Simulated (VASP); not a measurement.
# Au2I (R-3m) in VASP: further runs, part 2 of 2

VASP 6.6.1.

## Step 3: Single point, PBE

This run uses another cell than the first one, of 27.36 Å³/atom, 1.081 times its volume.

Contents of INCAR:

```
PREC = Accurate
ENCUT = 520
EDIFF = 1E-6
ISMEAR = 0
SIGMA = 0.1
LREAL = False
LASPH = True
NELM = 100
ALGO = Normal
ISIF = 2
LWAVE = False
LCHARG = False
GGA = PE
NBANDS = 22
```

Contents of KPOINTS:

```
Automatic mesh
0
Gamma
  6 6 6
```

Contents of POSCAR:

```
Au2I
1.0
    1.9869223878      1.1471501755      6.0010138915
   -1.9869223878      1.1471501755      6.0010138915
    0.0000000000     -2.2943003509      6.0010138915
Au I
2 1
Direct
    0.7500000000      0.7500000000      0.7500000000
    0.2500000000      0.2500000000      0.2500000000
    0.0000000000      0.0000000000      0.0000000000
```

Potentials or basis: VASP PAW PBE potentials, release 64 (Au, I).

Launch:

```sh
cat potpaw_PBE.64/Au/POTCAR potpaw_PBE.64/I/POTCAR > POTCAR
mpirun -np 1 vasp_std > vasp.out
```

OUTCAR:

```text
PREC = Accurate
   ENCUT = 520
   EDIFF = 1E-6
   ISMEAR = 0
   LREAL = False
   LASPH = True
   NELM = 100
   ISIF = 2
   GGA = PE

 ion  position               nearest neighbor table
   1  0.750  0.750  0.750-   3 2.74   3 2.74   3 2.74
   2  0.250  0.250  0.250-   3 2.74   3 2.74   3 2.74
   3  0.000  0.000  0.000-   1 2.74   1 2.74   2 2.74   2 2.74   1 2.74   2 2.74

  LATTYP: Found a trigonal (rhomboedric) cell.
 ALAT       =     6.4246386534
 COS(alpha) =     0.8087090651

  Lattice vectors:

 A1 = (   1.9869223878,   1.1471501755,   6.0010138915)
 A2 = (  -1.9869223878,   1.1471501755,   6.0010138915)
 A3 = (   0.0000000000,  -2.2943003509,   6.0010138915)

Analysis of symmetry for initial positions (statically):
=====================================================================
 Subroutine PRICEL returns:
 Original cell was already a primitive cell.

 Routine SETGRP: Setting up the symmetry group for a
 trigonal (rhombohedral) supercell.

 Subroutine GETGRP returns: Found 12 space group operations
 (whereof 12 operations were pure point group operations)
 out of a pool of 12 trial point group operations.

The static configuration has the point symmetry D_3d.

Analysis of symmetry for dynamics (positions and initial velocities):
=====================================================================
 Subroutine PRICEL returns:
 Original cell was already a primitive cell.

 Routine SETGRP: Setting up the symmetry group for a
 trigonal (rhombohedral) supercell.

 Subroutine GETGRP returns: Found 12 space group operations
 (whereof 12 operations were pure point group operations)
 out of a pool of 12 trial point group operations.

The dynamic configuration has the point symmetry D_3d.

 Subroutine INISYM returns: Found 12 space group operations
 (whereof 12 operations are pure point group operations),
 and found     1 'primitive' translations

----------------------------------------------------------------------------------------

                                     Primitive cell

  volume of cell :      82.0686

  direct lattice vectors                    reciprocal lattice vectors
     1.986922388  1.147150175  6.001013892     0.251645461  0.145287575  0.055546169
    -1.986922388  1.147150175  6.001013892    -0.251645461  0.145287575  0.055546169
     0.000000000 -2.294300351  6.001013892     0.000000000 -0.290575149  0.055546169

  length of vectors
     6.424638653  6.424638653  6.424638653     0.295836601  0.295836601  0.295836601

  position of ions in fractional coordinates (direct lattice)
     0.750000000  0.750000000  0.750000000
     0.250000000  0.250000000  0.250000000
     0.000000000  0.000000000  0.000000000

  ion indices of the primitive-cell ions
   primitive index   ion index
                 1           1
                 2           2
                 3           3

----------------------------------------------------------------------------------------

 KPOINTS: Automatic mesh

Automatic generation of k-mesh.
 Grid dimensions read from file:
 generate k-points for:    6    6    6

 Generating k-lattice:

  Cartesian coordinates                     Fractional coordinates (reciprocal lattice)
     0.041940910  0.024214596  0.009257695     0.166666667 -0.000000000 -0.000000000
    -0.041940910  0.024214596  0.009257695    -0.000000000  0.166666667 -0.000000000
     0.000000000 -0.048429192  0.009257695     0.000000000  0.000000000  0.166666667

  Length of vectors
     0.049306100  0.049306100  0.049306100

  Shift w.r.t. Gamma in fractional coordinates (k-lattice)
     0.000000000  0.000000000  0.000000000

 Subroutine IBZKPT returns following result:
 ===========================================

 Found     32 irreducible k-points:

 Following reciprocal coordinates:
            Coordinates               Weight
  0.000000  0.000000  0.000000      1.000000
  0.166667  0.000000 -0.000000      6.000000
  0.333333  0.000000  0.000000      6.000000
  0.500000  0.000000 -0.000000      3.000000
  0.166667  0.166667 -0.000000      6.000000
  0.333333  0.166667  0.000000     12.000000
[... 16 lines left out ...]
  0.500000  0.500000  0.166667      6.000000
 -0.333333  0.500000  0.166667     12.000000
 [... further k-points ...]
   k-points           NKPTS =     32   k-points in BZ     NKDIM =     32   number of bands    NBANDS=     22
   number of dos      NEDOS =    301   number of ions     NIONS =      3
   total plane-waves  NPLWV = 110592
   dimension x,y,z NGX =    48 NGY =   48 NGZ =   48
   dimension x,y,z NGXF=    96 NGYF=   96 NGZF=   96
   ions per type =               2   1
   NGX,Y,Z   is equivalent  to a cutoff of  12.42, 12.42, 12.42 a.u.
   NGXF,Y,Z  is equivalent  to a cutoff of  24.84, 24.84, 24.84 a.u.
 SYSTEM =  unknown system
   PREC   = accura    normal or accurate (medium, high low for compatibility)
   ISTART =      0    job   : 0-new  1-cont  2-samecut
   ICHARG =      2    charge: 1-file 2-atom 10-const
   ISPIN  =      1    spin polarized calculation?
   LNONCOLLINEAR =      F non collinear calculations
   LSORBIT =      F    spin-orbit coupling
   LASPH  =      T    aspherical Exc in radial PAW
   ENCUT  =  520.0 eV  38.22 Ry    6.18 a.u.  11.95 11.95 11.95*2*pi/ulx,y,z
   NELM   =    100;   NELMIN=  2; NELMDL= -5     # of ELM steps
   EDIFF  = 0.1E-05   stopping-criterion for ELM
   LREAL  =      F    real-space projection
   EDIFFG = 0.1E-04   stopping-criterion for IOM
   NSW    =      0    number of steps for IOM
   IBRION =     -1    ionic relax: 0-MD 1-quasi-New 2-CG
   NFREE  =      0    steps in history (QN), initial steepest desc. (CG)
   ISIF   =      2    stress and relaxation
   ISYM   =      2    0-nonsym 1-usesym 2-fastsym
   POTIM  = 0.5000    time-step for ionic-motion
   TEBEG  =    0.0;   TEEND  =   0.0 temperature during run
   PSTRESS=    0.0 pullay stress
   NELECT =      29.0000    total number of electrons
   NUPDOWN=      -1.0000    fix difference up-down
   EMIN   =  10.00;   EMAX   =-10.00  energy-range for DOS
   EFERMI =   0.00;   METHOD = LEGACY
   ISMEAR =     0;   SIGMA  =   0.10  broadening in eV -4-tet -1-fermi 0-gaus
   EFERMI_NEDOS =   21; number of points for ismear=-14 and -15
   IALGO  =     38    algorithm
   IMIX   =      4    mixing-type and parameters
     AMIX     =   0.40;   BMIX     =  1.00
     AMIX_MAG =   1.60;   BMIX_MAG =  1.00
  volume/ion in A,a.u.               =      27.36       184.61
  Fermi-wavevector in a.u.,A,eV,Ry     =   1.157396  2.187160 18.225881  1.339564
  Thomas-Fermi vector in A             =   2.294007
   LORBIT       =      0    0 simple, 1 ext, 2 COOP (PROOUT), +10 PAW based schemes
   GGA     = PE    functional components
   LHFCALC =     F    Hartree Fock is set to
   AEXX    =    0.0000 exact exchange contribution
   IVDW    =     0    specifies the selected vdW correction
   LEPSILON=     F    determine dielectric tensor
   LRPA    =     F    only Hartree local field effects (RPA)
 non-spin polarized calculation
 Gauss-broadening in eV      SIGMA  =   0.10
  energy-cutoff  :      520.00
  volume of cell :       82.07
 maximum number of plane-waves:      2245
   NGX = 23   NGY = 23   NGZ = 23

 number of electron      29.0000003 magnetization

 Free energy of the ion-electron system (eV)
  ---------------------------------------------------
  ext. energy  EPLUGINS =         0.00000000
  ---------------------------------------------------
  free energy    TOTEN  =        -5.33699304 eV

  energy without entropy =       -5.32292297  energy(sigma->0) =       -5.32995800

 E-fermi :   5.7516     XC(G=0):  -9.8367

 val. band max:        5.7352682741   @ k =   0.5000   0.3333   0.0000
 cond. band min:       5.7755406853   @ k =   0.5000   0.1667   0.0000
 fundamental gap:      0.0402724111
 Fermi energy:         5.7516498004

 k-point     1 :       0.0000    0.0000    0.0000
  band No.  band energies     occupation
      1      -9.4557      2.00000
      2      -1.0834      2.00000
      3       0.0736      2.00000
      4       0.0736      2.00000
      5       1.7221      2.00000
      6       1.7221      2.00000
[... 14 lines left out ...]
     21      15.7817      0.00000
     22      15.7817      0.00000
[... 552 lines left out ...]
  band No.  band energies     occupation
      1      -8.7825      2.00000
      2      -1.4567      2.00000
      3      -0.4600      2.00000
      4      -0.2280      2.00000
      5       1.4842      2.00000
      6       1.9038      2.00000
[... 14 lines left out ...]
     21      13.5536      0.00000
     22      14.3722      0.00000

 [... further k-points ...]

------------------------ aborting loop because EDIFF is reached ----------------------------------------

  FORCE on cell =-STRESS in cart. coord.  units (eV):
  Direction    XX          YY          ZZ          XY          YZ          ZX
  --------------------------------------------------------------------------------------
  -------------------------------------------------------------------------------------
  Total        4.8104184      4.8104184      2.1121597      0.0000000      0.0000000      0.0000000
  in kB       93.9109801     93.9109801     41.2344570      0.0000000      0.0000000      0.0000000
  external PRESSURE =      76.3521390 kB  Pullay stress =       0.0000000 kB

 VOLUME and BASIS-vectors are now :
 -----------------------------------------------------------------------------
  energy-cutoff  :      520.00
  volume of cell :       82.07
      direct lattice vectors                 reciprocal lattice vectors
     1.986922388  1.147150175  6.001013892     0.251645461  0.145287575  0.055546169
    -1.986922388  1.147150175  6.001013892    -0.251645461  0.145287575  0.055546169
     0.000000000 -2.294300351  6.001013892     0.000000000 -0.290575149  0.055546169

 POSITION                                       TOTAL-FORCE (eV/Angst)
 -----------------------------------------------------------------------------------
      0.00000      0.00000     13.50228         0.000000      0.000000      1.941742
      0.00000      0.00000      4.50076         0.000000     -0.000000     -1.941742
      0.00000      0.00000      0.00000         0.000000      0.000000      0.000000
 -----------------------------------------------------------------------------------
    total drift:                                0.000000      0.000000     -0.000000

  FREE ENERGIE OF THE ION-ELECTRON SYSTEM (eV)
  ---------------------------------------------------
  free  energy   TOTEN  =        -5.3369930412 eV

  energy  without entropy=       -5.3229229676  energy(sigma->0) =       -5.32995800
```

OSZICAR:

```text
N       E                     dE             d eps       ncg     rms          rms(c)
DAV:   1     0.157675239273E+03    0.15768E+03   -0.13002E+04  1408   0.114E+03
DAV:   2    -0.109911390092E+00   -0.15779E+03   -0.14766E+03  1626   0.238E+02
DAV:   3    -0.551799049978E+01   -0.54081E+01   -0.53357E+01  1696   0.414E+01
DAV:   4    -0.557691915569E+01   -0.58929E-01   -0.58873E-01  1564   0.497E+00
DAV:   5    -0.557798799643E+01   -0.10688E-02   -0.10688E-02  1738   0.695E-01    0.158E+01
DAV:   6    -0.535402455342E+01    0.22396E+00   -0.68726E-01  1558   0.621E+00    0.101E+01
DAV:   7    -0.533674339971E+01    0.17281E-01   -0.52108E-02  1614   0.129E+00    0.193E+00
DAV:   8    -0.533701148671E+01   -0.26809E-03   -0.45917E-03  1582   0.391E-01    0.452E-01
DAV:   9    -0.533695858504E+01    0.52902E-04   -0.16402E-04  1730   0.822E-02    0.256E-01
DAV:  10    -0.533697061034E+01   -0.12025E-04   -0.47997E-04  1570   0.114E-01    0.265E-02
DAV:  11    -0.533698312911E+01   -0.12519E-04   -0.30917E-05  1666   0.332E-02    0.328E-02
DAV:  12    -0.533699132541E+01   -0.81963E-05   -0.53412E-06  1610   0.130E-02    0.861E-03
DAV:  13    -0.533699303294E+01   -0.17075E-05   -0.18648E-06  1492   0.811E-03    0.170E-03
DAV:  14    -0.533699304117E+01   -0.82237E-08   -0.96689E-08   872   0.182E-03
   1 F= -.53369930E+01 E0= -.53299580E+01  d E =-.140701E-01
```

It took 67 s on 1 thread of Intel Xeon Platinum 8559C (Emerald Rapids), shared host; peak memory 0.33 GiB.

Results:

```
Free energy   : -5.3370 eV
Pressure      : 7.6 GPa
Largest force : 1.942 eV/Å
```

Forces in eV/Å, atoms in the order of the input:
```
Au   0.000  0.000  1.942
Au   0.000  0.000 -1.942
I    0.000  0.000  0.000
```

Caveat: spin-orbit coupling is left out, which moves the levels of the heavy elements; an odd number of electrons without spin polarisation forces a metal; a magnetic or distorted state may lie lower.
